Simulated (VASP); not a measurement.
# AgCl (P4mm) in VASP: a series of runs

The runs below take AgCl through single point, with PBEsol.

Program: VASP 6.6.1. These are calculated values, not measurements. Logs are shortened: lines on timing, memory, paths and dates and some standing lists are left out, and cuts for length are marked.

### 1 The cell of the first run

Symmetry: P4mm, No. 99, tetragonal system. Conventional cell: a = 3.434 Å, b = 3.434 Å, c = 3.434 Å, α = 90.00°, β = 90.00°, γ = 90.00°. Within 3.6 Å of Ag (site symmetry 4mm) lie 8 Cl at 2.72 to 3.29 Å and 6 Ag at 3.43 Å. Cl (site symmetry 4mm) has 8 Ag at 2.72 to 3.29 Å and 6 Cl at 3.43 Å within 3.6 Å.

### 2 Single point, PBEsol

Contents of INCAR:

```
SYSTEM = AgCl
ALGO     = Normal         ! electronic algorithm
EDIFF    = 1E-6           ! SCF threshold, eV
ENCUT    = 520            ! plane-wave cutoff, eV
GGA      = PS             ! functional
ISIF     = 2              ! what is computed and relaxed
ISMEAR   = 0              ! smearing method
LASPH    = .True.         ! aspherical terms in the spheres
LCHARG   = .True.         ! write CHGCAR
LELF     = .True.         ! ELF
LREAL    = .False.        ! projectors in reciprocal space
LVHAR    = .True.       
LWAVE    = .False.        ! write WAVECAR
NBANDS   = 16             ! bands
NELM     = 80             ! most SCF steps
PREC     = Accurate       ! precision mode
SIGMA    = 0.05           ! smearing width, eV
```

Contents of KPOINTS:

```
k-points
0
Gamma
  10 10 10
  0 0 0
```

Contents of POSCAR:

```
AgCl
1.0
    3.4339730000      0.0000000000      0.0000000000
    0.0000000000      3.4339730000      0.0000000000
    0.0000000000      0.0000000000      3.4339730000
Ag Cl
1 1
Direct
    0.0000000000      0.0000000000      0.0000000000
    0.6456039404      0.5000000000      0.5000000000
```

Potentials or basis: VASP PAW PBE potentials, release 64 (Ag, Cl).

The run is started by

```console
cat potpaw_PBE.64/Ag/POTCAR potpaw_PBE.64/Cl/POTCAR > POTCAR
mpirun -np 1 vasp_std > vasp.out
```

OUTCAR:

```text
SYSTEM = AgCl
   EDIFF = 1E-6
   ENCUT = 520
   GGA = PS
   ISIF = 2
   ISMEAR = 0
   LASPH = .True.
   LREAL = .False.
   NELM = 80
   PREC = Accurate

 ion  position               nearest neighbor table
   1  0.000  0.000  0.000-   2 2.72   2 2.72   2 2.72   2 2.72
   2  0.646  0.500  0.500-   1 2.72   1 2.72   1 2.72   1 2.72

  LATTYP: Found a simple cubic cell.
 ALAT       =     3.4339730000

  Lattice vectors:

 A1 = (   3.4339730000,   0.0000000000,   0.0000000000)
 A2 = (   0.0000000000,   3.4339730000,   0.0000000000)
 A3 = (   0.0000000000,   0.0000000000,   3.4339730000)

Analysis of symmetry for initial positions (statically):
=====================================================================
 Subroutine PRICEL returns:
 Original cell was already a primitive cell.

 Routine SETGRP: Setting up the symmetry group for a
 simple cubic supercell.

 Subroutine GETGRP returns: Found  8 space group operations
 (whereof  8 operations were pure point group operations)
 out of a pool of 48 trial point group operations.

The static configuration has the point symmetry C_4v.

Analysis of symmetry for dynamics (positions and initial velocities):
=====================================================================
 Subroutine PRICEL returns:
 Original cell was already a primitive cell.

 Routine SETGRP: Setting up the symmetry group for a
 simple cubic supercell.

 Subroutine GETGRP returns: Found  8 space group operations
 (whereof  8 operations were pure point group operations)
 out of a pool of 48 trial point group operations.

The dynamic configuration has the point symmetry C_4v.

 Subroutine INISYM returns: Found  8 space group operations
 (whereof  8 operations are pure point group operations),
 and found     1 'primitive' translations

----------------------------------------------------------------------------------------

                                     Primitive cell

  volume of cell :      40.4940

  direct lattice vectors                    reciprocal lattice vectors
     3.433973000  0.000000000  0.000000000     0.291207881  0.000000000  0.000000000
     0.000000000  3.433973000  0.000000000     0.000000000  0.291207881  0.000000000
     0.000000000  0.000000000  3.433973000     0.000000000  0.000000000  0.291207881

  length of vectors
     3.433973000  3.433973000  3.433973000     0.291207881  0.291207881  0.291207881

  position of ions in fractional coordinates (direct lattice)
     0.000000000  0.000000000  0.000000000
     0.645603940  0.500000000  0.500000000

  ion indices of the primitive-cell ions
   primitive index   ion index
                 1           1
                 2           2

----------------------------------------------------------------------------------------

 KPOINTS: k-points

Automatic generation of k-mesh.
 Grid dimensions read from file:
 generate k-points for:   10   10   10

 Generating k-lattice:

  Cartesian coordinates                     Fractional coordinates (reciprocal lattice)
     0.029120788  0.000000000  0.000000000     0.100000000  0.000000000  0.000000000
     0.000000000  0.029120788  0.000000000     0.000000000  0.100000000  0.000000000
     0.000000000  0.000000000  0.029120788     0.000000000  0.000000000  0.100000000

  Length of vectors
     0.029120788  0.029120788  0.029120788

  Shift w.r.t. Gamma in fractional coordinates (k-lattice)
     0.000000000  0.000000000  0.000000000

 Subroutine IBZKPT returns following result:
 ===========================================

 Found    126 irreducible k-points:

 Following reciprocal coordinates:
            Coordinates               Weight
  0.000000  0.000000  0.000000      1.000000
  0.100000  0.000000  0.000000      2.000000
  0.000000  0.100000  0.000000      4.000000
  0.200000  0.000000  0.000000      2.000000
  0.000000  0.200000  0.000000      4.000000
  0.300000  0.000000  0.000000      2.000000
[... 16 lines left out ...]
  0.500000  0.100000  0.000000      4.000000
  0.000000  0.500000  0.100000      4.000000
 [... further k-points ...]
   k-points           NKPTS =    126   k-points in BZ     NKDIM =    126   number of bands    NBANDS=     16
   number of dos      NEDOS =    301   number of ions     NIONS =      2
   total plane-waves  NPLWV =  21952
   dimension x,y,z NGX =    28 NGY =   28 NGZ =   28
   dimension x,y,z NGXF=    56 NGYF=   56 NGZF=   56
   ions per type =               1   1
   NGX,Y,Z   is equivalent  to a cutoff of  13.56, 13.56, 13.56 a.u.
   NGXF,Y,Z  is equivalent  to a cutoff of  27.11, 27.11, 27.11 a.u.
 SYSTEM =  AgCl
   PREC   = accura    normal or accurate (medium, high low for compatibility)
   ISTART =      0    job   : 0-new  1-cont  2-samecut
   ICHARG =      2    charge: 1-file 2-atom 10-const
   ISPIN  =      1    spin polarized calculation?
   LNONCOLLINEAR =      F non collinear calculations
   LSORBIT =      F    spin-orbit coupling
   LASPH  =      T    aspherical Exc in radial PAW
   ENCUT  =  520.0 eV  38.22 Ry    6.18 a.u.   6.38  6.38  6.38*2*pi/ulx,y,z
   NELM   =     80;   NELMIN=  2; NELMDL= -5     # of ELM steps
   EDIFF  = 0.1E-05   stopping-criterion for ELM
   LREAL  =      F    real-space projection
   EDIFFG = 0.1E-04   stopping-criterion for IOM
   NSW    =      0    number of steps for IOM
   IBRION =     -1    ionic relax: 0-MD 1-quasi-New 2-CG
   NFREE  =      0    steps in history (QN), initial steepest desc. (CG)
   ISIF   =      2    stress and relaxation
   ISYM   =      2    0-nonsym 1-usesym 2-fastsym
   POTIM  = 0.5000    time-step for ionic-motion
   TEBEG  =    0.0;   TEEND  =   0.0 temperature during run
   PSTRESS=    0.0 pullay stress
   NELECT =      18.0000    total number of electrons
   NUPDOWN=      -1.0000    fix difference up-down
   EMIN   =  10.00;   EMAX   =-10.00  energy-range for DOS
   EFERMI =   0.00;   METHOD = LEGACY
   ISMEAR =     0;   SIGMA  =   0.05  broadening in eV -4-tet -1-fermi 0-gaus
   EFERMI_NEDOS =   21; number of points for ismear=-14 and -15
   IALGO  =     38    algorithm
   IMIX   =      4    mixing-type and parameters
     AMIX     =   0.40;   BMIX     =  1.00
     AMIX_MAG =   1.60;   BMIX_MAG =  1.00
  volume/ion in A,a.u.               =      20.25       136.63
  Fermi-wavevector in a.u.,A,eV,Ry     =   1.249402  2.361027 21.238760  1.561005
  Thomas-Fermi vector in A             =   2.383444
   LORBIT       =      0    0 simple, 1 ext, 2 COOP (PROOUT), +10 PAW based schemes
   GGA     = PS    functional components
   LHFCALC =     F    Hartree Fock is set to
   AEXX    =    0.0000 exact exchange contribution
   IVDW    =     0    specifies the selected vdW correction
   LEPSILON=     F    determine dielectric tensor
   LRPA    =     F    only Hartree local field effects (RPA)
 non-spin polarized calculation
 Gauss-broadening in eV      SIGMA  =   0.05
  energy-cutoff  :      520.00
  volume of cell :       40.49
 maximum number of plane-waves:      1108
 NGX is ok and might be reduce to    28
   NGX = 13   NGY = 13   NGZ = 13

 number of electron      18.0000002 magnetization

 Free energy of the ion-electron system (eV)
  ---------------------------------------------------
  ext. energy  EPLUGINS =         0.00000000
  ---------------------------------------------------
  free energy    TOTEN  =        -5.76922249 eV

  energy without entropy =       -5.76922249  energy(sigma->0) =       -5.76922249

 E-fermi :   4.2869     XC(G=0): -10.5580

 val. band max:        4.0929130232   @ k =   0.0000   0.5000   0.0000
 cond. band min:       4.4724003487   @ k =   0.0000   0.0000   0.0000
 fundamental gap:      0.3794873255
 Fermi energy:         4.2868941719

 k-point     1 :       0.0000    0.0000    0.0000
  band No.  band energies     occupation
      1     -10.9224      2.00000
      2       0.5471      2.00000
      3       0.9913      2.00000
      4       1.3939      2.00000
      5       1.3939      2.00000
      6       1.9378      2.00000
[... 8 lines left out ...]
     15      19.1750      0.00000
     16      19.4711      0.00000

 k-point     2 :       0.1000    0.0000    0.0000
  band No.  band energies     occupation
      1     -10.8842      2.00000
      2       0.4469      2.00000
      3       1.0045      2.00000
      4       1.3122      2.00000
      5       1.3122      2.00000
      6       1.9423      2.00000
[... 8 lines left out ...]
     15      18.5669      0.00000
     16      19.9808      0.00000

 k-point     3 :       0.0000    0.1000    0.0000
  band No.  band energies     occupation
      1     -10.8808      2.00000
      2       0.5718      2.00000
      3       0.7826      2.00000
      4       1.2592      2.00000
      5       1.4006      2.00000
      6       1.9374      2.00000
[... 8 lines left out ...]
     15      18.1422      0.00000
     16      19.4743      0.00000

 k-point     4 :       0.2000    0.0000    0.0000
  band No.  band energies     occupation
      1     -10.7807      2.00000
      2       0.0481      2.00000
      3       1.0397      2.00000
      4       1.1372      2.00000
      5       1.1372      2.00000
      6       1.9541      2.00000
[... 8 lines left out ...]
     15      17.9638      0.00000
     16      20.0550      0.00000
[... 324 lines left out ...]
 k-point    22 :       0.1000    0.0000    0.4000
  band No.  band energies     occupation
      1     -10.4643      2.00000
      2      -1.1864      2.00000
      3       0.6131      2.00000
      4       1.0233      2.00000
      5       1.3600      2.00000
      6       1.9616      2.00000
[... 8 lines left out ...]
     15      19.4183      0.00000
     16      19.6111      0.00000

 k-point    23 :       0.5000    0.1000    0.0000
  band No.  band energies     occupation
      1     -10.4540      2.00000
      2      -1.1313      2.00000
      3       0.7056      2.00000
      4       0.8306      2.00000
      5       1.2100      2.00000
      6       1.9280      2.00000
[... 8 lines left out ...]
     15      19.4112      0.00000
     16      19.5734      0.00000

 k-point    24 :       0.0000    0.5000    0.1000
  band No.  band energies     occupation
      1     -10.4161      2.00000
      2      -1.3691      2.00000
      3       0.4477      2.00000
      4       1.1761      2.00000
      5       1.2838      2.00000
      6       1.9585      2.00000
[... 8 lines left out ...]
     15      19.0068      0.00000
     16      19.4321      0.00000

 [... further k-points ...]

------------------------ aborting loop because EDIFF is reached ----------------------------------------

  FORCE on cell =-STRESS in cart. coord.  units (eV):
  Direction    XX          YY          ZZ          XY          YZ          ZX
  --------------------------------------------------------------------------------------
  -------------------------------------------------------------------------------------
  Total       -0.6566482     -0.2477569     -0.2477569      0.0000000      0.0000000     -0.0000000
  in kB      -25.9808119     -9.8027005     -9.8027005      0.0000000      0.0000000     -0.0000000
  external PRESSURE =     -15.1954043 kB  Pullay stress =       0.0000000 kB

 VOLUME and BASIS-vectors are now :
 -----------------------------------------------------------------------------
  energy-cutoff  :      520.00
  volume of cell :       40.49
      direct lattice vectors                 reciprocal lattice vectors
     3.433973000  0.000000000  0.000000000     0.291207881  0.000000000  0.000000000
     0.000000000  3.433973000  0.000000000     0.000000000  0.291207881  0.000000000
     0.000000000  0.000000000  3.433973000     0.000000000  0.000000000  0.291207881

 POSITION                                       TOTAL-FORCE (eV/Angst)
 -----------------------------------------------------------------------------------
      0.00000      0.00000      0.00000         0.031301     -0.000000     -0.000000
      2.21699      1.71699      1.71699        -0.031301      0.000000      0.000000
 -----------------------------------------------------------------------------------
    total drift:                                0.000394      0.000000     -0.000000

  FREE ENERGIE OF THE ION-ELECTRON SYSTEM (eV)
  ---------------------------------------------------
  free  energy   TOTEN  =        -5.7692224914 eV

  energy  without entropy=       -5.7692224914  energy(sigma->0) =       -5.76922249
```

It took 2 min on 1 thread of AMD EPYC 7R13, shared host; peak memory 0.19 GiB.

Results:

```
Free energy            : -5.7692 eV
Pressure               : -1.5 GPa
Largest force          : 0.031 eV/Å
Band gap on the k mesh : 0.38 eV (least direct gap 1.57 eV)
```

Forces in eV/Å, atoms in the order of the input:
```
Ag   0.031  0.000  0.000
Cl  -0.031  0.000  0.000
```

Levels at points of the mesh, in eV from the valence-band top:
| k point | band 6 | band 7 | band 8 | band 9 | band 10 | band 11 | band 12 | band 13 |
| --- | --- | --- | --- | --- | --- | --- | --- | --- |
| (0.00, 0.00, 0.00) | -2.16 | -1.37 | -1.37 | -1.19 | 0.38 | 7.93 | 9.09 | 13.38 |
| (0.50, 0.00, 0.00) | -2.11 | -1.61 | -0.45 | -0.45 | 4.43 | 5.06 | 9.17 | 9.94 |
| (0.00, 0.50, 0.00) | -2.09 | -1.78 | -0.93 | 0.00 | 4.74 | 5.15 | 9.44 | 9.57 |
| (0.50, 0.50, 0.00) | -2.40 | -2.36 | -1.81 | -0.50 | 2.50 | 8.23 | 8.76 | 10.63 |
| (0.00, 0.50, 0.50) | -2.04 | -2.04 | -1.78 | -0.52 | 2.26 | 8.91 | 8.91 | 9.81 |
| (0.50, 0.50, 0.50) | -1.76 | -0.77 | -0.77 | -0.39 | 4.31 | 4.95 | 4.95 | 6.23 |

Caveat: the cell differs from its parent crystal (all Cl atoms moved -0.500 Å, as atom 2 towards its neighbour atom 2 (Cl) at 3.434 Å); semilocal functionals underestimate gaps, and a narrow one can read as zero; the PAW data sets were made with another functional, which shifts forces and pressure a little. A k mesh can miss the band edges.

### 3 Single point, PBEsol

Contents of INCAR:

```
PREC     = Accurate       # precision mode
ENCUT    = 520            # plane-wave cutoff, eV
EDIFF    = 1E-6           # SCF threshold, eV
ISMEAR   = 0              # smearing method
SIGMA    = 0.05           # smearing width, eV
LREAL    = F              # projectors in reciprocal space
LASPH    = T              # aspherical terms in the spheres
NELM     = 100            # most SCF steps
ALGO     = Normal         # electronic algorithm
ISIF     = 2              # what is computed and relaxed
LWAVE    = F              # write WAVECAR
LCHARG   = T              # write CHGCAR
GGA      = PS             # functional
LELF     = T              # ELF
LVHAR    = T            
NBANDS   = 16             # bands
```

Contents of KPOINTS:

```
Automatic mesh
0
Gamma
  10 10 10
```

POSCAR: that of step 2 with these lines changed.

```diff
@@ -9,2 +9,2 @@
     0.0000000000      0.0000000000      0.0000000000
-    0.6456039404      0.5000000000      0.5000000000
+    0.3907970447      0.5000000000      0.5000000000
```

Potentials or basis: VASP PAW PBE potentials, release 64 (Ag, Cl).

The run is started by

```console
cat potpaw_PBE.64/Ag/POTCAR potpaw_PBE.64/Cl/POTCAR > POTCAR
mpirun -np 1 vasp_std > vasp.out
```

Wall time 98 s (1 thread of AMD EPYC 7R13, shared host); peak memory 0.19 GiB.

The run converged. Its results:

```yaml
Free_energy: -5.7706 eV
Pressure: -2.9 GPa
Largest_force: 0.006 eV/Å
Band_gap_on_the_k_mesh: 0.38 eV (least direct gap 1.63 eV)
```

Forces on the atoms (eV/Å):
```
Ag   0.006  0.000  0.000
Cl  -0.006  0.000  0.000
```

Stress tensor (GPa, compression positive):
```
-3.41  0.00  0.00
 0.00 -2.61  0.00
 0.00  0.00 -2.61
```

Levels at points of the mesh, in eV from the valence-band top:
```csv
k point,band 5,band 6,band 7,band 8,band 9,band 10,band 11,band 12,band 13,band 14
"(0.00, 0.00, 0.00)",-2.40,-1.99,-1.34,-1.34,-1.25,0.38,8.42,9.18,13.43,13.43
"(0.50, 0.00, 0.00)",-2.80,-1.95,-1.53,-0.25,-0.25,4.56,5.20,9.21,9.92,9.92
"(0.00, 0.50, 0.00)",-2.80,-1.94,-1.63,-0.55,0.00,4.75,5.25,9.39,9.71,10.33
"(0.50, 0.50, 0.00)",-2.42,-2.27,-2.26,-1.67,-0.62,2.58,8.46,8.77,10.58,12.90
"(0.00, 0.50, 0.50)",-2.55,-2.02,-2.02,-1.65,-0.62,2.44,8.85,8.85,10.08,12.88
"(0.50, 0.50, 0.50)",-1.65,-1.63,-0.51,-0.51,-0.29,4.45,4.82,4.82,6.40,16.66
```

Caveat: semilocal functionals underestimate gaps, and a narrow one can read as zero; the PAW data sets were made with another functional, which shifts forces and pressure a little. A k mesh can miss the band edges.

(Continued in part 2 of 2.)
